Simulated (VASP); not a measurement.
# LiF (Pm-3m) in VASP: settings compared

Aim: see how the results for LiF move with the level of theory and the settings. Levels: RPBE+D4, RPBE, RPBE+D3(BJ). Tasks: single point, relaxation of cell and atoms.

Program: VASP 6.6.1. These are calculated values, not measurements. Logs are shortened: lines on timing, memory, paths and dates and some standing lists are left out, and cuts for length are marked.

## Step 1: The cell of the first run

The structure is cubic, space group Pm-3m (No. 221). The conventional cell has a = 2.576 Å, b = 2.576 Å, c = 2.576 Å, α = 90.00°, β = 90.00°, γ = 90.00°. F (site symmetry m-3m) has 8 Li at 2.23 Å and 6 F at 2.58 Å within 3.0 Å. Within 3.0 Å of Li (site symmetry m-3m) lie 8 F at 2.23 Å and 6 Li at 2.58 Å.

## Step 2: Single point, RPBE+D4

INCAR reads:

```
PREC = Accurate
ENCUT = 520
EDIFF = 1E-7
ISMEAR = -1
SIGMA = 0.05
LREAL = F
LASPH = T
NELM = 80
ALGO = Normal
ISIF = 2
LWAVE = F
LCHARG = T
GGA = RP
IVDW = 13
LELF = T
LVHAR = T
NBANDS = 12
```

KPOINTS reads:

```
Automatic mesh
0
Gamma
  10 10 10
```

POSCAR reads:

```
LiF
1.0
    2.5764385850      0.0000000000      0.0000000000
    0.0000000000      2.5764385850      0.0000000000
    0.0000000000      0.0000000000      2.5764385850
F Li
1 1
Direct
    0.5000000000      0.5000000000      0.5000000000
    0.0000000000      0.0000000000      0.0000000000
```

Potentials or basis: VASP PAW PBE potentials, release 64 (F, Li_sv).

Launch:

```
$ cat potpaw_PBE.64/F/POTCAR potpaw_PBE.64/Li_sv/POTCAR > POTCAR
$ mpirun -np 1 vasp_std > vasp.out
```

OUTCAR:

```text
PREC = Accurate
   ENCUT = 520
   EDIFF = 1E-7
   ISMEAR = -1
   LREAL = F
   LASPH = T
   NELM = 80
   ISIF = 2
   GGA = RP
   IVDW = 13

 ion  position               nearest neighbor table
   1  0.500  0.500  0.500-   2 2.23   2 2.23   2 2.23   2 2.23   2 2.23   2 2.23   2 2.23   2 2.23

   2  0.000  0.000  0.000-   1 2.23   1 2.23   1 2.23   1 2.23   1 2.23   1 2.23   1 2.23   1 2.23

  LATTYP: Found a simple cubic cell.
 ALAT       =     2.5764385850

  Lattice vectors:

 A1 = (   2.5764385850,   0.0000000000,   0.0000000000)
 A2 = (   0.0000000000,   2.5764385850,   0.0000000000)
 A3 = (   0.0000000000,   0.0000000000,   2.5764385850)

Analysis of symmetry for initial positions (statically):
=====================================================================
 Subroutine PRICEL returns:
 Original cell was already a primitive cell.

 Routine SETGRP: Setting up the symmetry group for a
 simple cubic supercell.

 Subroutine GETGRP returns: Found 48 space group operations
 (whereof 48 operations were pure point group operations)
 out of a pool of 48 trial point group operations.

The static configuration has the point symmetry O_h .

Analysis of symmetry for dynamics (positions and initial velocities):
=====================================================================
 Subroutine PRICEL returns:
 Original cell was already a primitive cell.

 Routine SETGRP: Setting up the symmetry group for a
 simple cubic supercell.

 Subroutine GETGRP returns: Found 48 space group operations
 (whereof 48 operations were pure point group operations)
 out of a pool of 48 trial point group operations.

The dynamic configuration has the point symmetry O_h .

 Subroutine INISYM returns: Found 48 space group operations
 (whereof 48 operations are pure point group operations),
 and found     1 'primitive' translations

----------------------------------------------------------------------------------------

                                     Primitive cell

  volume of cell :      17.1025

  direct lattice vectors                    reciprocal lattice vectors
     2.576438585  0.000000000  0.000000000     0.388132675  0.000000000  0.000000000
     0.000000000  2.576438585  0.000000000     0.000000000  0.388132675  0.000000000
     0.000000000  0.000000000  2.576438585     0.000000000  0.000000000  0.388132675

  length of vectors
     2.576438585  2.576438585  2.576438585     0.388132675  0.388132675  0.388132675

  position of ions in fractional coordinates (direct lattice)
     0.500000000  0.500000000  0.500000000
     0.000000000  0.000000000  0.000000000

  ion indices of the primitive-cell ions
   primitive index   ion index
                 1           1
                 2           2

----------------------------------------------------------------------------------------

 KPOINTS: Automatic mesh

Automatic generation of k-mesh.
 Grid dimensions read from file:
 generate k-points for:   10   10   10

 Generating k-lattice:

  Cartesian coordinates                     Fractional coordinates (reciprocal lattice)
     0.038813268  0.000000000  0.000000000     0.100000000  0.000000000  0.000000000
     0.000000000  0.038813268  0.000000000     0.000000000  0.100000000  0.000000000
     0.000000000  0.000000000  0.038813268     0.000000000  0.000000000  0.100000000

  Length of vectors
     0.038813268  0.038813268  0.038813268

  Shift w.r.t. Gamma in fractional coordinates (k-lattice)
     0.000000000  0.000000000  0.000000000

 Subroutine IBZKPT returns following result:
 ===========================================

 Found     56 irreducible k-points:

 Following reciprocal coordinates:
            Coordinates               Weight
  0.000000  0.000000  0.000000      1.000000
  0.100000  0.000000  0.000000      6.000000
  0.200000  0.000000  0.000000      6.000000
  0.300000  0.000000  0.000000      6.000000
  0.400000  0.000000  0.000000      6.000000
  0.500000  0.000000  0.000000      3.000000
[... 16 lines left out ...]
  0.200000  0.100000  0.100000     24.000000
  0.300000  0.100000  0.100000     24.000000
 [... further k-points ...]
   k-points           NKPTS =     56   k-points in BZ     NKDIM =     56   number of bands    NBANDS=     12
   number of dos      NEDOS =    301   number of ions     NIONS =      2
   total plane-waves  NPLWV =   8000
   dimension x,y,z NGX =    20 NGY =   20 NGZ =   20
   dimension x,y,z NGXF=    40 NGYF=   40 NGZF=   40
   ions per type =               1   1
   NGX,Y,Z   is equivalent  to a cutoff of  12.91, 12.91, 12.91 a.u.
   NGXF,Y,Z  is equivalent  to a cutoff of  25.81, 25.81, 25.81 a.u.
 SYSTEM =  unknown system
   PREC   = accura    normal or accurate (medium, high low for compatibility)
   ISTART =      0    job   : 0-new  1-cont  2-samecut
   ICHARG =      2    charge: 1-file 2-atom 10-const
   ISPIN  =      1    spin polarized calculation?
   LNONCOLLINEAR =      F non collinear calculations
   LSORBIT =      F    spin-orbit coupling
   LASPH  =      T    aspherical Exc in radial PAW
   ENCUT  =  520.0 eV  38.22 Ry    6.18 a.u.   4.79  4.79  4.79*2*pi/ulx,y,z
   NELM   =     80;   NELMIN=  2; NELMDL= -5     # of ELM steps
   EDIFF  = 0.1E-06   stopping-criterion for ELM
   LREAL  =      F    real-space projection
   EDIFFG = 0.1E-05   stopping-criterion for IOM
   NSW    =      0    number of steps for IOM
   IBRION =     -1    ionic relax: 0-MD 1-quasi-New 2-CG
   NFREE  =      0    steps in history (QN), initial steepest desc. (CG)
   ISIF   =      2    stress and relaxation
   ISYM   =      2    0-nonsym 1-usesym 2-fastsym
   POTIM  = 0.5000    time-step for ionic-motion
   TEBEG  =    0.0;   TEEND  =   0.0 temperature during run
   PSTRESS=    0.0 pullay stress
   NELECT =      10.0000    total number of electrons
   NUPDOWN=      -1.0000    fix difference up-down
   EMIN   =  10.00;   EMAX   =-10.00  energy-range for DOS
   EFERMI =   0.00;   METHOD = LEGACY
   ISMEAR =    -1;   SIGMA  =   0.05  broadening in eV -4-tet -1-fermi 0-gaus
   EFERMI_NEDOS =   21; number of points for ismear=-14 and -15
   IALGO  =     38    algorithm
   IMIX   =      4    mixing-type and parameters
     AMIX     =   0.40;   BMIX     =  1.00
     AMIX_MAG =   1.60;   BMIX_MAG =  1.00
  volume/ion in A,a.u.               =       8.55        57.71
  Fermi-wavevector in a.u.,A,eV,Ry     =   1.368952  2.586945 25.497738  1.874031
  Thomas-Fermi vector in A             =   2.494871
   LORBIT       =      0    0 simple, 1 ext, 2 COOP (PROOUT), +10 PAW based schemes
   GGA     = RP    functional components
   LHFCALC =     F    Hartree Fock is set to
   AEXX    =    0.0000 exact exchange contribution
   IVDW    =    13    specifies the selected vdW correction
   LEPSILON=     F    determine dielectric tensor
   LRPA    =     F    only Hartree local field effects (RPA)
 non-spin polarized calculation
  energy-cutoff  :      520.00
  volume of cell :       17.10
 maximum number of plane-waves:       480
 NGX is ok and might be reduce to    20
   NGX =  9   NGY =  9   NGZ =  9

 number of electron      10.0000006 magnetization

 Free energy of the ion-electron system (eV)
  ---------------------------------------------------
  ext. energy  EPLUGINS =         0.00000000
  ---------------------------------------------------
  free energy    TOTEN  =        -8.62380795 eV

  energy without entropy =       -8.62380795  energy(sigma->0) =       -8.62380795

 E-fermi :   1.1242     XC(G=0):  -9.5246

 val. band max:        0.1331593111   @ k =   0.5000   0.5000   0.0000
 cond. band min:       7.7158479272   @ k =   0.0000   0.0000   0.0000
 fundamental gap:      7.5826886161
 Fermi energy:         1.1242364142

 k-point     1 :       0.0000    0.0000    0.0000
  band No.  band energies     occupation
      1     -43.0895      2.00000
      2     -20.6818      2.00000
      3      -0.5076      2.00000
      4      -0.5076      2.00000
      5      -0.5076      2.00000
      6       7.7158      0.00000
      7      19.0745      0.00000
      8      19.0745      0.00000
      9      21.1454      0.00000
     10      21.1454      0.00000
     11      21.1454      0.00000
     12      38.1686      0.00000

 k-point     2 :       0.1000    0.0000    0.0000
  band No.  band energies     occupation
      1     -43.0856      2.00000
      2     -20.6425      2.00000
      3      -0.8467      2.00000
      4      -0.4731      2.00000
      5      -0.4731      2.00000
      6       7.9580      0.00000
      7      17.6529      0.00000
      8      19.2996      0.00000
      9      21.1044      0.00000
     10      21.1044      0.00000
     11      23.1203      0.00000
     12      36.7589      0.00000

 k-point     3 :       0.2000    0.0000    0.0000
  band No.  band energies     occupation
      1     -43.0754      2.00000
      2     -20.5374      2.00000
      3      -1.6485      2.00000
      4      -0.3815      2.00000
      5      -0.3815      2.00000
      6       8.4922      0.00000
      7      16.0566      0.00000
      8      19.9745      0.00000
      9      20.9819      0.00000
     10      20.9819      0.00000
     11      26.3602      0.00000
     12      33.5523      0.00000
[... 286 lines left out ...]
 k-point    23 :       0.2000    0.1000    0.1000
  band No.  band energies     occupation
      1     -43.0681      2.00000
      2     -20.4558      2.00000
      3      -1.5812      2.00000
      4      -0.7282      2.00000
      5      -0.6274      2.00000
      6       9.0468      0.00000
      7      16.0013      0.00000
      8      17.6689      0.00000
      9      20.8681      0.00000
     10      23.9236      0.00000
     11      26.8419      0.00000
     12      31.5460      0.00000

 k-point    24 :       0.3000    0.1000    0.1000
  band No.  band energies     occupation
      1     -43.0559      2.00000
      2     -20.3190      2.00000
      3      -2.4458      2.00000
      4      -0.6339      2.00000
      5      -0.4911      2.00000
      6       9.6256      0.00000
      7      14.8823      0.00000
      8      17.9616      0.00000
      9      20.8928      0.00000
     10      23.9668      0.00000
     11      29.8323      0.00000
     12      29.8439      0.00000

 [... further k-points ...]

------------------------ aborting loop because EDIFF is reached ----------------------------------------

  DFT-D4 for vdW energy calculation

  Edisp (eV):   -0.26824

  FORCE on cell =-STRESS in cart. coord.  units (eV):
  Direction    XX          YY          ZZ          XY          YZ          ZX
  --------------------------------------------------------------------------------------
  -------------------------------------------------------------------------------------
  Total      -0.07179    -0.07179    -0.07179    -0.00000    -0.00000     0.00000
  in kB      -6.72523    -6.72523    -6.72523    -0.00000    -0.00000     0.00000
  external pressure =       -6.73 kB  Pullay stress =        0.00 kB

 VOLUME and BASIS-vectors are now :
 -----------------------------------------------------------------------------
  energy-cutoff  :      520.00
  volume of cell :       17.10
      direct lattice vectors                 reciprocal lattice vectors
     2.576438585  0.000000000  0.000000000     0.388132675  0.000000000  0.000000000
     0.000000000  2.576438585  0.000000000     0.000000000  0.388132675  0.000000000
     0.000000000  0.000000000  2.576438585     0.000000000  0.000000000  0.388132675

 POSITION                                       TOTAL-FORCE (eV/Angst)
 -----------------------------------------------------------------------------------
      1.28822      1.28822      1.28822         0.000000      0.000000      0.000000
      0.00000      0.00000      0.00000         0.000000      0.000000      0.000000
 -----------------------------------------------------------------------------------
    total drift:                                0.000000      0.000000      0.000000

  FREE ENERGIE OF THE ION-ELECTRON SYSTEM (eV)
  ---------------------------------------------------
  free  energy   TOTEN  =        -8.8920455205 eV

  energy  without entropy=       -8.8920455204  energy(sigma->0) =       -8.89204552
```

It took 12 s on 1 thread of Intel Xeon Platinum 8259CL at 2.50GHz (Skylake/Cascade Lake), shared host; peak memory 0.12 GiB.

Results:

```
Free energy                : -8.8920 eV
Band gap on the k mesh     : 7.58 eV, indirect (least direct gap 8.22 eV)
Dispersion energy per atom : -0.134 eV
```

Levels at points of the mesh, in eV from the valence-band top:
| k point | band 1 | band 2 | band 3 | band 4 | band 5 | band 6 | band 7 | band 8 | band 9 | band 10 |
| --- | --- | --- | --- | --- | --- | --- | --- | --- | --- | --- |
| (0.00, 0.00, 0.00) | -43.22 | -20.81 | -0.64 | -0.64 | -0.64 | 7.58 | 18.94 | 18.94 | 21.01 | 21.01 |
| (0.50, 0.00, 0.00) | -43.18 | -20.38 | -3.53 | -0.27 | -0.27 | 9.26 | 14.02 | 20.42 | 20.42 | 24.13 |
| (0.50, 0.50, 0.00) | -43.15 | -19.89 | -3.11 | -3.11 | 0.00 | 13.48 | 13.76 | 13.76 | 19.35 | 24.04 |
| (0.50, 0.50, 0.50) | -43.12 | -19.49 | -2.17 | -2.17 | -2.17 | 11.34 | 11.34 | 11.34 | 24.05 | 24.05 |

Caveat: the cutoff is under 1.25 times the usual one of these potentials, so pressure, stress and relaxed cells hold a basis-set (Pulay) error; the PAW data sets were made with another functional, which shifts forces and pressure a little. Expect the measured gap to be larger: semilocal functionals such as RPBE lack the derivative discontinuity.

## Step 3: Single point, RPBE

This run uses another cell than the first one, of 8.89 Å³/atom, 1.040 times its volume.

INCAR reads:

```
  PREC = Accurate
  ENCUT = 520
  EDIFF = 1E-6
  ISMEAR = -1
  SIGMA = 0.05
  LREAL = F
  LASPH = T
  NELM = 80
  ALGO = Normal
  ISIF = 2
  LWAVE = F
  LCHARG = F
  GGA = RP
  NBANDS = 12
```

KPOINTS is that of step 2.

POSCAR reads:

```
LiF
1.0
    2.6101260241      0.0000000000      0.0000000000
    0.0000000000      2.6101260241      0.0000000000
    0.0000000000      0.0000000000      2.6101260241
F Li
1 1
Direct
    0.5000000000      0.5000000000      0.5000000000
    0.0000000000      0.0000000000      0.0000000000
```

Potentials or basis: VASP PAW PBE potentials, release 64 (F, Li_sv).

Launch:

```
$ cat potpaw_PBE.64/F/POTCAR potpaw_PBE.64/Li_sv/POTCAR > POTCAR
$ mpirun -np 1 vasp_std > vasp.out
```

Run time: 9.4 s. Hardware: 1 thread of Intel Xeon Platinum 8259CL at 2.50GHz (Skylake/Cascade Lake), shared host; peak memory 0.12 GiB.

It converged, with:

```
Free energy            : -8.6279 eV
Band gap on the k mesh : 7.28 eV, indirect (least direct gap 7.89 eV)
```

Levels at points of the mesh, in eV from the valence-band top:
```
           k point  band 2  band 3  band 4  band 5  band 6  band 7  band 8  band 9
(0.00, 0.00, 0.00)  -20.66   -0.60   -0.60   -0.60    7.28   18.70   18.70   20.54
(0.50, 0.00, 0.00)  -20.26   -3.36   -0.25   -0.25    9.06   13.60   20.04   20.04
(0.50, 0.50, 0.00)  -19.82   -2.94   -2.94    0.00   13.22   13.45   13.45   18.95
(0.50, 0.50, 0.50)  -19.45   -2.05   -2.05   -2.05   11.23   11.23   11.23   23.49
```

Caveat: the cutoff is under 1.25 times the usual one of these potentials, so pressure, stress and relaxed cells hold a basis-set (Pulay) error; the PAW data sets were made with another functional, which shifts forces and pressure a little. A k mesh can miss the band edges.

## Step 4: Relaxation of cell and atoms, RPBE

This run uses another cell than the first one, of 8.38 Å³/atom, 0.980 times its volume.

INCAR reads:

```
PREC     = Accurate       # precision mode
ENCUT    = 600            # plane-wave cutoff, eV
EDIFF    = 1E-6           # SCF threshold, eV
ISMEAR   = -1             # smearing method
SIGMA    = 0.05           # smearing width, eV
LREAL    = F              # projectors in reciprocal space
LASPH    = T              # aspherical terms in the spheres
NELM     = 60             # most SCF steps
ALGO     = Normal         # electronic algorithm
ISIF     = 3              # what is computed and relaxed
LWAVE    = F              # write WAVECAR
LCHARG   = F              # write CHGCAR
GGA      = RP             # functional
IBRION   = 2              # ionic algorithm
NSW      = 80             # ionic steps
EDIFFG   = -0.005         # ionic threshold
```

KPOINTS reads:

```
regular mesh
0
Gamma
  10 10 10
```

POSCAR reads:

```
LiF
1.0
    2.5595330000      0.0000000000      0.0000000000
    0.0000000000      2.5595330000      0.0000000000
    0.0000000000      0.0000000000      2.5595330000
F Li
1 1
Direct
    0.5000000000      0.5000000000      0.5000000000
    0.0000000000      0.0000000000      0.0000000000
```

Launch:

```
$ cat potpaw_PBE.64/F/POTCAR potpaw_PBE.64/Li_sv/POTCAR > POTCAR
$ mpirun -np 1 vasp_std > vasp.out
```

Wall time 18 s (1 thread of Intel Xeon Platinum 8259CL at 2.50GHz (Skylake/Cascade Lake), shared host); peak memory 0.12 GiB.

It converged, with:

```yaml
Free_energy: -8.6265 eV
Relaxed_volume: 8.77 Å³/atom
Relaxed_cell: a = 2.598 Å, b = 2.598 Å, c = 2.598 Å, α = 90.00°, β = 90.00°, γ = 90.00°
Space_group_after_relaxing_to_0.05_Å: Pm-3m (No. 221)
Energy_gained_by_relaxing: 3.3 meV/atom
Ionic_steps: 4
Pressure_after_relaxing: 0.0 GPa
Band_gap_on_the_k_mesh: 7.39 eV, indirect (least direct gap 8.01 eV)
```

Step by step:
```csv
step,energy change (eV),largest force (eV/Å),pressure (GPa),volume (Å³)
1,0.0000,0.0000,2.94,16.77
2,-0.0050,0.0000,1.37,17.14
3,-0.0067,0.0000,-0.12,17.57
4,-0.0067,0.0000,0.01,17.53
```

Final structure:
```
F Li
1.0
     2.59776    0.00000    0.00000
     0.00000    2.59776    0.00000
     0.00000    0.00000    2.59776
F Li
1 1
Direct
  0.50000 0.50000 0.50000
  0.00000 0.00000 0.00000
```

Levels at points of the mesh, in eV from the valence-band top:
| k point | band 1 | band 2 | band 3 | band 4 | band 5 | band 6 | band 7 | band 8 | band 9 |
| --- | --- | --- | --- | --- | --- | --- | --- | --- | --- |
| (0.00, 0.00, 0.00) | -43.26 | -20.72 | -0.62 | -0.62 | -0.62 | 7.39 | 18.79 | 18.79 | 20.71 |
| (0.50, 0.00, 0.00) | -43.22 | -20.30 | -3.42 | -0.26 | -0.26 | 9.13 | 13.75 | 20.18 | 20.18 |
| (0.50, 0.50, 0.00) | -43.19 | -19.84 | -3.00 | -3.00 | 0.00 | 13.32 | 13.56 | 13.56 | 19.10 |
| (0.50, 0.50, 0.50) | -43.16 | -19.46 | -2.09 | -2.09 | -2.09 | 11.27 | 11.27 | 11.27 | 23.69 |

Caveat: the cutoff is under 1.25 times the usual one of these potentials, so pressure, stress and relaxed cells hold a basis-set (Pulay) error; the PAW data sets were made with another functional, which shifts forces and pressure a little. A k mesh can miss the band edges.

(Continued in part 2 of 2.)
